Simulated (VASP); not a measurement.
# Co3Sn2Se2 (R-3m) in VASP: single point with LDA+U

Aim: the single point of Co3Sn2Se2 with LDA+U.

All numbers are computed with VASP 6.6.1; they aren't measurements. Logs are shortened: lines on timing, memory, paths and dates and some standing lists are left out, and cuts for length are marked.

### Step 1. The cell of the first run

It takes space group R-3m (No. 166, trigonal). The conventional cell has a = 5.508 Å, b = 5.508 Å, c = 13.495 Å, α = 90.00°, β = 90.00°, γ = 120.00°. Within 3.0 Å of Co (site symmetry 2/m) lie 2 Se at 2.23 Å and 4 Co at 2.75 Å and 4 Sn at 2.75 Å. Within 3.0 Å of Se (site symmetry 3m) lie 3 Co at 2.23 Å and 1 Sn at 2.93 Å. Sn (site symmetry -3m) has 6 Co at 2.75 Å and 8 Se at 2.93 to 3.55 Å within 3.6 Å. Within 3.6 Å of Sn (site symmetry -3m) lie 6 Co at 2.75 Å and 6 Se at 3.25 Å.

### Step 2. Single point, LDA+U

File INCAR:

```
PREC     = Accurate       # precision mode
ENCUT    = 520            # plane-wave cutoff, eV
EDIFF    = 1E-6           # SCF threshold, eV
ISMEAR   = -1             # smearing method
SIGMA    = 0.1            # smearing width, eV
LREAL    = F              # projectors in reciprocal space
LASPH    = T              # aspherical terms in the spheres
NELM     = 150            # most SCF steps
ALGO     = Normal         # electronic algorithm
ISIF     = 2              # what is computed and relaxed
LWAVE    = F              # write WAVECAR
LCHARG   = T              # write CHGCAR
LMAXMIX  = 4              # l up to which the mixer works
LDAU     = T              # DFT+U
LDAUTYPE = 2            
LDAUL    = 2 -1 -1        # shell
LDAUU    = 3 0 0          # U, eV
LDAUJ    = 0 0 0        
LDAUPRINT= 1            
GGA      = CA             # functional
LELF     = T              # ELF
LVHAR    = T            
NBANDS   = 42             # bands
```

File KPOINTS:

```
Automatic mesh
0
Gamma
  4 4 4
```

File POSCAR:

```
Co3Sn2Se2
1.0
    2.7537980000      4.7697130000      0.0000000000
   -2.7537980000      4.7697130000      0.0000000000
    0.0000000000     -3.1798050000      4.4984760000
Co Se Sn
3 2 2
Direct
    0.0000000000      0.0000000000      0.5000000000
    0.5000000000      0.0000000000      0.5000000000
    0.0000000000      0.5000000000      0.5000000000
    0.2830000000      0.2830000000      0.8490000000
    0.7170000000      0.7170000000      0.1510000000
    0.5000000000      0.5000000000      0.5000000000
    0.0000000000      0.0000000000      0.0000000000
```

Potentials or basis: VASP PAW LDA potentials, release 64 (Co, Se, Sn_d).

Command:

```
> cat potpaw_LDA.64/Co/POTCAR potpaw_LDA.64/Se/POTCAR potpaw_LDA.64/Sn_d/POTCAR > POTCAR
> mpirun -np 1 vasp_std > vasp.out
```

OUTCAR:

```text
PREC = Accurate
   ENCUT = 520
   EDIFF = 1E-6
   ISMEAR = -1
   LREAL = F
   LASPH = T
   NELM = 150
   ISIF = 2
   GGA = CA

 ion  position               nearest neighbor table
   1  0.000  0.000  0.500-   4 2.23   5 2.23   2 2.75   3 2.75   3 2.75   2 2.75   6 2.75   6 2.75
                             7 2.75   7 2.75
   2  0.500  0.000  0.500-   4 2.23   5 2.23   1 2.75   6 2.75   6 2.75   1 2.75   3 2.75   3 2.75
                             7 2.75   7 2.75
   3  0.000  0.500  0.500-   4 2.23   5 2.23   1 2.75   6 2.75   1 2.75   6 2.75   2 2.75   2 2.75
                             7 2.75   7 2.75
   4  0.283  0.283  0.849-   2 2.23   3 2.23   1 2.23   6 2.93   7 3.25   7 3.25   7 3.25
   5  0.717  0.717  0.151-   2 2.23   3 2.23   1 2.23   6 2.93   7 3.25   7 3.25   7 3.25
   6  0.500  0.500  0.500-   2 2.75   3 2.75   2 2.75   3 2.75   1 2.75   1 2.75   5 2.93   4 2.93

   7  0.000  0.000  0.000-   1 2.75   1 2.75   3 2.75   2 2.75   3 2.75   2 2.75   5 3.25   4 3.25
                             4 3.25   5 3.25   4 3.25   5 3.25

  LATTYP: Found a trigonal (rhomboedric) cell.
 ALAT       =     5.5088562512
 COS(alpha) =     0.5002287420

  Lattice vectors:

 A1 = (   2.7537980000,   1.5899080000,   4.4984760000)
 A2 = (  -2.7537980000,   1.5899080000,   4.4984760000)
 A3 = (   0.0000000000,  -3.1798050000,   4.4984760000)

Analysis of symmetry for initial positions (statically):
=====================================================================
 Subroutine PRICEL returns:
 Original cell was already a primitive cell.

 Routine SETGRP: Setting up the symmetry group for a
 trigonal (rhombohedral) supercell.

 Subroutine GETGRP returns: Found 12 space group operations
 (whereof 12 operations were pure point group operations)
 out of a pool of 12 trial point group operations.

The static configuration has the point symmetry D_3d.

Analysis of symmetry for dynamics (positions and initial velocities):
=====================================================================
 Subroutine PRICEL returns:
 Original cell was already a primitive cell.
[... 145 lines left out ...]
 NGX is ok and might be reduce to    42
   NGX = 21   NGY = 21   NGZ = 21

atom =   1  type =  1  l = 2

 onsite density matrix

spin component  1
[... 83 lines left out ...]
  o =  0.6082  v =  0.2557  0.3487 -0.6531 -0.6039 -0.1476  0.0000  0.0000  0.0000  0.0000  0.0000      0.0000  0.0000  0.0000  0.0000  0.0000  0.0000  0.0000  0.0000  0.0000  0.0000
  o =  0.6082  v =  0.0000  0.0000  0.0000  0.0000  0.0000  0.2557  0.3487 -0.6531 -0.6039 -0.1476      0.0000  0.0000  0.0000  0.0000  0.0000  0.0000  0.0000  0.0000  0.0000  0.0000
  o =  0.7037  v =  0.4935 -0.1392  0.0000 -0.0804  0.8548  0.0000  0.0000  0.0000  0.0000  0.0000      0.0000  0.0000  0.0000  0.0000  0.0000  0.0000  0.0000  0.0000  0.0000  0.0000
  o =  0.7037  v =  0.0000  0.0000  0.0000  0.0000  0.0000  0.4935 -0.1392  0.0000 -0.0804  0.8548      0.0000  0.0000  0.0000  0.0000  0.0000  0.0000  0.0000  0.0000  0.0000  0.0000
  o =  0.7839  v =  0.0000  0.0000  0.0000  0.0000  0.0000 -0.1665  0.3565  0.6743 -0.6174  0.0961      0.0000  0.0000  0.0000  0.0000  0.0000  0.0000  0.0000  0.0000  0.0000  0.0000
  o =  0.7839  v = -0.1665  0.3565  0.6743 -0.6174  0.0961  0.0000  0.0000  0.0000  0.0000  0.0000      0.0000  0.0000  0.0000  0.0000  0.0000  0.0000  0.0000  0.0000  0.0000  0.0000
  o =  0.8438  v =  0.8105 -0.0368  0.3445  0.0637 -0.4680  0.0000  0.0000  0.0000  0.0000  0.0000      0.0000  0.0000  0.0000  0.0000  0.0000  0.0000  0.0000  0.0000  0.0000  0.0000
  o =  0.8438  v =  0.0000  0.0000  0.0000  0.0000  0.0000  0.8105 -0.0368  0.3445  0.0637 -0.4680      0.0000  0.0000  0.0000  0.0000  0.0000  0.0000  0.0000  0.0000  0.0000  0.0000
  o =  0.8875  v =  0.0000  0.0000  0.0000  0.0000  0.0000 -0.0804 -0.8548 -0.0000 -0.4935 -0.1392      0.0000  0.0000  0.0000  0.0000  0.0000  0.0000  0.0000  0.0000  0.0000  0.0000
  o =  0.8875  v = -0.0804 -0.8548 -0.0000 -0.4935 -0.1392  0.0000  0.0000  0.0000  0.0000  0.0000      0.0000  0.0000  0.0000  0.0000  0.0000  0.0000  0.0000  0.0000  0.0000  0.0000

 number of electron      67.0000009 magnetization

 Free energy of the ion-electron system (eV)
  ---------------------------------------------------
  ext. energy  EPLUGINS =         0.00000000
  ---------------------------------------------------
  free energy    TOTEN  =       -35.78323339 eV

  energy without entropy =      -35.62003242  energy(sigma->0) =      -35.70163291

 E-fermi :   8.5281     XC(G=0): -11.7680

 val. band max:        8.4920870268   @ k =   0.0000   0.0000   0.0000
 cond. band min:       8.5466509263   @ k =   0.2500  -0.0000  -0.0000
 fundamental gap:      0.0545638996
 Fermi energy:         8.5280900384

 k-point     1 :       0.0000    0.0000    0.0000
  band No.  band energies     occupation
      1     -13.0421      2.00000
      2     -13.0421      2.00000
      3     -12.9906      2.00000
      4     -12.9431      2.00000
      5     -12.9431      2.00000
      6     -12.8968      2.00000
[... 574 lines left out ...]
     41      12.5467      0.00000
     42      14.5449      0.00000

------------------------ aborting loop because EDIFF is reached ----------------------------------------

  FORCE on cell =-STRESS in cart. coord.  units (eV):
  Direction    XX          YY          ZZ          XY          YZ          ZX
  --------------------------------------------------------------------------------------
  -------------------------------------------------------------------------------------
  Total       -7.3142223     -7.3142068     -4.5447880      0.0000000     -0.0000037     -0.0000000
  in kB      -99.1651350    -99.1649250    -61.6175582      0.0000000     -0.0000502     -0.0000000
  external PRESSURE =     -86.6492061 kB  Pullay stress =       0.0000000 kB

 VOLUME and BASIS-vectors are now :
 -----------------------------------------------------------------------------
  energy-cutoff  :      520.00
  volume of cell :      118.17
      direct lattice vectors                 reciprocal lattice vectors
     2.753798000  4.769713000  0.000000000     0.181567421  0.104828110  0.074099084
    -2.753798000  4.769713000  0.000000000    -0.181567421  0.104828110  0.074099084
     0.000000000 -3.179805000  4.498476000     0.000000000  0.000000000  0.222297507

 POSITION                                       TOTAL-FORCE (eV/Angst)
 -----------------------------------------------------------------------------------
      0.00000     -1.58990      2.24924        -0.000000      0.000000      0.000000
      1.37690      0.79495      2.24924        -0.000000      0.000000      0.000000
     -1.37690      0.79495      2.24924        -0.000000      0.000000      0.000000
      0.00000      0.00000      3.81921         0.000000      0.000000      0.127871
      0.00000      6.35962      0.67927         0.000000     -0.000000     -0.127871
      0.00000      3.17981      2.24924         0.000000      0.000000      0.000000
      0.00000      0.00000      0.00000         0.000000      0.000000      0.000000
 -----------------------------------------------------------------------------------
    total drift:                                0.000000      0.000000     -0.000000

  FREE ENERGIE OF THE ION-ELECTRON SYSTEM (eV)
  ---------------------------------------------------
  free  energy   TOTEN  =       -35.7832333948 eV

  energy  without entropy=      -35.6200324183  energy(sigma->0) =      -35.70163291
```

stdout:

```text
POSCAR found type information on POSCAR CoSeSn
 POSCAR found :  3 types and       7 ions
 scaLAPACK will be used
 LDA part: xc-table for (Slater(with rela. corr.)+CA(PZ))
 , standard interpolation
 POSCAR, INCAR and KPOINTS ok, starting setup
 FFT: planning ... GRIDC
 FFT: planning ... GRID_SOFT
 FFT: planning ... GRID
 WAVECAR not read
 entering main loop
```

Wall time 2.6 min (1 thread of Intel Xeon 8259CL, shared host); peak memory 0.25 GiB.

What came out:

```
Free energy            : -35.7832 eV
Pressure               : -8.7 GPa
Largest force          : 0.128 eV/Å
Band gap on the k mesh : zero (an odd number of electrons rules out a gap without spin polarisation)
```

Forces in eV/Å, atoms in the order of the input:
```
Co   0.000  0.000  0.000
Co   0.000  0.000  0.000
Co   0.000  0.000  0.000
Se   0.000  0.000  0.128
Se   0.000  0.000 -0.128
Sn   0.000  0.000  0.000
Sn   0.000  0.000  0.000
```

Levels at points of the mesh, in eV from the Fermi level:
```tsv
k point	band 31	band 32	band 33	band 34	band 35	band 36
(0.00, 0.00, 0.00)	-1.35	-1.00	-1.00	-0.04	-0.04	0.16
(0.50, 0.00, 0.00)	-1.04	-1.00	-0.28	0.15	0.33	0.35
(0.50, 0.50, 0.00)	-0.89	-0.88	-0.87	-0.12	0.62	1.01
(0.00, 0.00, 0.50)	-1.05	-0.11	-0.11	-0.04	0.39	0.39
```

Eigenvalues of the final occupation matrices:
```tsv
site	spin	trace	eigenvalues
site 1 d	1	3.83	0.61 0.70 0.78 0.84 0.89
site 1 d	2	3.83	0.61 0.70 0.78 0.84 0.89
site 2 d	1	3.83	0.61 0.70 0.78 0.84 0.89
site 2 d	2	3.83	0.61 0.70 0.78 0.84 0.89
site 3 d	1	3.83	0.61 0.70 0.78 0.84 0.89
site 3 d	2	3.83	0.61 0.70 0.78 0.84 0.89
```

Caveat: the cell stands under tension; spin-orbit coupling is left out, which moves the levels of the heavy elements; the run has no spin polarisation, though such a crystal can be magnetic; U without spin polarisation on a metal has little footing.

The gap in the log of VASP goes by the Fermi energy; the results here count the filled bands.